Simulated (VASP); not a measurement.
# Ge in VASP: single point with PBE

Aim: the single point of Ge with PBE.

Program: VASP 6.6.1. These are calculated values, not measurements. Logs are shortened: lines on timing, memory, paths and dates and some standing lists are left out, and cuts for length are marked.

## (1) The cell of the first run

The cell holds a slab with vacuum, 4 atoms: a = 4.074 Å, b = 4.074 Å, c = 20.158 Å, α = 90.00°, β = 90.00°, γ = 120.00°.

## (2) Single point, PBE

The input, INCAR:

```
SYSTEM = Ge
ALGO = Normal
DIPOL = 0.5 0.5 0.500
EDIFF = 1E-7
ENCUT = 520
GGA = PE
IDIPOL = 3
ISIF = 2
ISMEAR = -1
ISYM = 0
LASPH = .True.
LCHARG = .False.
LDIPOL = .True.
LREAL = .False.
LWAVE = .False.
NBANDS = 36
NELM = 60
PREC = Accurate
SIGMA = 0.02
```

The input, KPOINTS:

```
Automatic mesh
0
Gamma
  9 9 1
  0.5 0.5 0
```

The input, POSCAR:

```
Ge
1.0
    4.0736070246      0.0000000000      0.0000000000
   -2.0368035123      3.5278471684      0.0000000000
    0.0000000000      0.0000000000     20.1576000000
Ge
4
Direct
    0.1617520984      0.3402858939      0.3963621318
    0.4955138991      1.0065493734      0.4338268683
    0.5054357908      0.9954315177      0.5665046366
    0.8391954959      0.6616861973      0.6039634666
```

Potentials or basis: VASP PAW PBE potentials, release 64 (Ge_d).

Run with:

```console
> cat potpaw_PBE.64/Ge_d/POTCAR > POTCAR
> mpirun -np 1 vasp_std > vasp.out
```

OUTCAR:

```text
SYSTEM = Ge
   EDIFF = 1E-7
   ENCUT = 520
   GGA = PE
   ISIF = 2
   ISMEAR = -1
   ISYM = 0
   LASPH = .True.
   LREAL = .False.
   NELM = 60
   PREC = Accurate

 ion  position               nearest neighbor table
   1  0.162  0.340  0.396-   2 2.47   2 2.47   2 2.47
   2  0.496  0.007  0.434-   1 2.47   1 2.47   1 2.47   3 2.68
   3  0.505  0.995  0.567-   4 2.47   4 2.47   4 2.47   2 2.68
   4  0.839  0.662  0.604-   3 2.47   3 2.47   3 2.47

IMPORTANT INFORMATION: All symmetrisations will be switched off!
NOSYMM: (Re-)initialisation of all symmetry stuff for point group C_1.

----------------------------------------------------------------------------------------

                                     Primitive cell

  volume of cell :     289.6861

  direct lattice vectors                    reciprocal lattice vectors
     4.073607025  0.000000000  0.000000000     0.245482687  0.141729496  0.000000000
    -2.036803512  3.527847168  0.000000000     0.000000000  0.283458991  0.000000000
     0.000000000  0.000000000 20.157600000     0.000000000  0.000000000  0.049609080

  length of vectors
     4.073607025  4.073607025 20.157600000     0.283458991  0.283458991  0.049609080

  position of ions in fractional coordinates (direct lattice)
     0.161752098  0.340285894  0.396362132
     0.495513899  0.006549373  0.433826868
     0.505435791  0.995431518  0.566504637
     0.839195496  0.661686197  0.603963467

  ion indices of the primitive-cell ions
   primitive index   ion index
                 1           1
                 2           2
                 3           3
                 4           4

----------------------------------------------------------------------------------------

 KPOINTS: Automatic mesh

Automatic generation of k-mesh.
 Grid dimensions read from file:
 generate k-points for:    9    9    1

 Generating k-lattice:

  Cartesian coordinates                     Fractional coordinates (reciprocal lattice)
     0.027275854  0.015747722  0.000000000     0.111111111 -0.000000000  0.000000000
     0.000000000  0.031495443  0.000000000     0.000000000  0.111111111  0.000000000
     0.000000000  0.000000000  0.049609080     0.000000000  0.000000000  1.000000000

  Length of vectors
     0.031495443  0.031495443  0.049609080

  Shift w.r.t. Gamma in fractional coordinates (k-lattice)
     0.500000000  0.500000000  0.000000000

 Subroutine IBZKPT returns following result:
 ===========================================

 Found    123 irreducible k-points:

 Following reciprocal coordinates:
            Coordinates               Weight
  0.055556  0.055556  0.000000      2.000000
 -0.055556  0.111111  0.000000      2.000000
 -0.111111  0.055556  0.000000      2.000000
  0.166667  0.055556  0.000000      2.000000
 -0.055556  0.222222  0.000000      2.000000
 -0.222222  0.166667  0.000000      2.000000
[... 16 lines left out ...]
 -0.055556 -0.444444  0.000000      2.000000
  0.444444  0.500000  0.000000      2.000000
 [... further k-points ...]
   k-points           NKPTS =    123   k-points in BZ     NKDIM =    123   number of bands    NBANDS=     36
   number of dos      NEDOS =    301   number of ions     NIONS =      4
   total plane-waves  NPLWV = 135000
   dimension x,y,z NGX =    30 NGY =   30 NGZ =  150
   dimension x,y,z NGXF=    60 NGYF=   60 NGZF=  300
   ions per type =               4
   NGX,Y,Z   is equivalent  to a cutoff of  12.24, 12.24, 12.37 a.u.
   NGXF,Y,Z  is equivalent  to a cutoff of  24.49, 24.49, 24.74 a.u.
 SYSTEM =  Ge
   PREC   = accura    normal or accurate (medium, high low for compatibility)
   ISTART =      0    job   : 0-new  1-cont  2-samecut
   ICHARG =      2    charge: 1-file 2-atom 10-const
   ISPIN  =      1    spin polarized calculation?
   LNONCOLLINEAR =      F non collinear calculations
   LSORBIT =      F    spin-orbit coupling
   LASPH  =      T    aspherical Exc in radial PAW
   ENCUT  =  520.0 eV  38.22 Ry    6.18 a.u.   7.57  7.57 37.48*2*pi/ulx,y,z
   NELM   =     60;   NELMIN=  2; NELMDL= -5     # of ELM steps
   EDIFF  = 0.1E-06   stopping-criterion for ELM
   LREAL  =      F    real-space projection
   EDIFFG = 0.1E-05   stopping-criterion for IOM
   NSW    =      0    number of steps for IOM
   IBRION =     -1    ionic relax: 0-MD 1-quasi-New 2-CG
   NFREE  =      0    steps in history (QN), initial steepest desc. (CG)
   ISIF   =      2    stress and relaxation
   ISYM   =      0    0-nonsym 1-usesym 2-fastsym
   POTIM  = 0.5000    time-step for ionic-motion
   TEBEG  =    0.0;   TEEND  =   0.0 temperature during run
   PSTRESS=    0.0 pullay stress
   NELECT =      56.0000    total number of electrons
   NUPDOWN=      -1.0000    fix difference up-down
   EMIN   =  10.00;   EMAX   =-10.00  energy-range for DOS
   EFERMI =   0.00;   METHOD = LEGACY
   ISMEAR =    -1;   SIGMA  =   0.02  broadening in eV -4-tet -1-fermi 0-gaus
   EFERMI_NEDOS =   21; number of points for ismear=-14 and -15
   IALGO  =     38    algorithm
   IMIX   =      4    mixing-type and parameters
     AMIX     =   0.40;   BMIX     =  1.00
     AMIX_MAG =   1.60;   BMIX_MAG =  1.00
  volume/ion in A,a.u.               =      72.42       488.72
  Fermi-wavevector in a.u.,A,eV,Ry     =   0.946589  1.788794 12.191247  0.896031
  Thomas-Fermi vector in A             =   2.074602
   LORBIT       =      0    0 simple, 1 ext, 2 COOP (PROOUT), +10 PAW based schemes
   GGA     = PE    functional components
   LHFCALC =     F    Hartree Fock is set to
   AEXX    =    0.0000 exact exchange contribution
   IVDW    =     0    specifies the selected vdW correction
   LEPSILON=     F    determine dielectric tensor
   LRPA    =     F    only Hartree local field effects (RPA)
 non-spin polarized calculation
  energy-cutoff  :      520.00
  volume of cell :      289.69
 maximum number of plane-waves:      7837
   NGX = 15   NGY = 15   NGZ = 75

 dipolmoment           0.000000      0.000000      0.000017 electrons x Angstroem

 number of electron      55.9999993 magnetization

 dipolmoment           0.000000      0.000000     -0.000008 electrons x Angstroem

 Free energy of the ion-electron system (eV)
  ---------------------------------------------------
  ext. energy  EPLUGINS =         0.00000000
  ---------------------------------------------------
  free energy    TOTEN  =       -16.58929797 eV

  energy without entropy =      -16.58831864  energy(sigma->0) =      -16.58880831

 E-fermi :  -1.7037     XC(G=0):  -3.9058

 val. band max:       -1.7241746727   @ k =   0.4444   0.2778   0.0000
 cond. band min:      -1.6734717334   @ k =   0.4444   0.2778   0.0000
 fundamental gap:      0.0507029393
 Fermi energy:        -1.7037152438

 k-point     1 :       0.0556    0.0556    0.0000
  band No.  band energies     occupation
      1     -26.1456      2.00000
      2     -26.1309      2.00000
      3     -26.1277      2.00000
      4     -26.1192      2.00000
      5     -26.1168      2.00000
      6     -26.0735      2.00000
[... 28 lines left out ...]
     35       2.6354      0.00000
     36       2.7096      0.00000

 k-point     2 :      -0.0556    0.1111    0.0000
  band No.  band energies     occupation
      1     -26.1454      2.00000
      2     -26.1317      2.00000
      3     -26.1275      2.00000
      4     -26.1192      2.00000
      5     -26.1159      2.00000
      6     -26.0745      2.00000
[... 28 lines left out ...]
     35       2.6386      0.00000
     36       2.7375      0.00000

 k-point     3 :      -0.1111    0.0556    0.0000
  band No.  band energies     occupation
      1     -26.1454      2.00000
      2     -26.1317      2.00000
      3     -26.1276      2.00000
      4     -26.1191      2.00000
      5     -26.1159      2.00000
      6     -26.0745      2.00000
[... 28 lines left out ...]
     35       2.6388      0.00000
     36       2.7389      0.00000

 k-point     4 :       0.1667    0.0556    0.0000
  band No.  band energies     occupation
      1     -26.1565      2.00000
      2     -26.1346      2.00000
      3     -26.1277      2.00000
      4     -26.1224      2.00000
      5     -26.1207      2.00000
      6     -26.0678      2.00000
[... 28 lines left out ...]
     35       3.1298      0.00000
     36       3.3333      0.00000

 k-point     5 :      -0.0556    0.2222    0.0000
  band No.  band energies     occupation
      1     -26.1563      2.00000
      2     -26.1349      2.00000
      3     -26.1291      2.00000
      4     -26.1214      2.00000
      5     -26.1195      2.00000
      6     -26.0694      2.00000
[... 655 lines left out ...]
 k-point    22 :       0.5000    0.0556    0.0000
  band No.  band energies     occupation
      1     -26.1696      2.00000
      2     -26.1378      2.00000
      3     -26.1323      2.00000
      4     -26.1266      2.00000
      5     -26.1094      2.00000
      6     -26.0929      2.00000
[... 28 lines left out ...]
     35       4.4887      0.00000
     36       5.0264      0.00000

 k-point    23 :      -0.0556   -0.4444    0.0000
  band No.  band energies     occupation
      1     -26.1696      2.00000
      2     -26.1377      2.00000
      3     -26.1323      2.00000
      4     -26.1264      2.00000
      5     -26.1095      2.00000
      6     -26.0934      2.00000
[... 28 lines left out ...]
     35       4.4729      0.00000
     36       5.0380      0.00000

 k-point    24 :       0.4444    0.5000    0.0000
  band No.  band energies     occupation
      1     -26.1689      2.00000
      2     -26.1384      2.00000
      3     -26.1333      2.00000
      4     -26.1268      2.00000
      5     -26.1085      2.00000
      6     -26.0900      2.00000
[... 28 lines left out ...]
     35       4.5710      0.00000
     36       5.0146      0.00000

 [... further k-points ...]

------------------------ aborting loop because EDIFF is reached ----------------------------------------

 vacuum level on the upper side and lower side of the slab       (xc-potential included)        -0.078        -0.079

  FORCE on cell =-STRESS in cart. coord.  units (eV):
  Direction    XX          YY          ZZ          XY          YZ          ZX
  --------------------------------------------------------------------------------------
  -------------------------------------------------------------------------------------
  Total       -0.3651731     -0.3084967     -0.0084858      0.0492256      0.0358409     -0.0629967
  in kB       -2.0196757     -1.7062135     -0.0469325      0.2722539      0.1982263     -0.3484181
  external PRESSURE =      -1.2576072 kB  Pullay stress =       0.0000000 kB

 VOLUME and BASIS-vectors are now :
 -----------------------------------------------------------------------------
  energy-cutoff  :      520.00
  volume of cell :      289.69
      direct lattice vectors                 reciprocal lattice vectors
     4.073607025  0.000000000  0.000000000     0.245482687  0.141729496  0.000000000
    -2.036803512  3.527847168  0.000000000     0.000000000  0.283458991  0.000000000
     0.000000000  0.000000000 20.157600000     0.000000000  0.000000000  0.049609080

 POSITION                                       TOTAL-FORCE (eV/Angst)
 -----------------------------------------------------------------------------------
     -0.03418      1.20048      7.98971         0.027168     -0.015158     -0.002495
      2.00519      0.02311      8.74491        -0.019235      0.010289     -0.005396
      0.03145      3.51173     11.41937         0.019337     -0.010591      0.005029
      2.07083      2.33433     12.17445        -0.027270      0.015461      0.002861
 -----------------------------------------------------------------------------------
    total drift:                                0.000033     -0.001200      0.002485

  FREE ENERGIE OF THE ION-ELECTRON SYSTEM (eV)
  ---------------------------------------------------
  free  energy   TOTEN  =       -16.5892979744 eV

  energy  without entropy=      -16.5883186389  energy(sigma->0) =      -16.58880831

 vacuum level on the upper side and lower side of the slab         2.803         2.802
```

Wall time 36 min (1 thread of Oxide Virtual Turin-like, shared host); peak memory 0.98 GiB.

What came out:

| Quantity | Value |
| --- | --- |
| Free energy | -16.5893 eV |
| Largest force | 0.031 eV/Å |
| Band gap on the k mesh | 0.05 eV |

Forces in eV/Å, atoms in the order of the input:
```
Ge   0.027 -0.015 -0.002
Ge  -0.019  0.010 -0.005
Ge   0.019 -0.011  0.005
Ge  -0.027  0.015  0.003
```
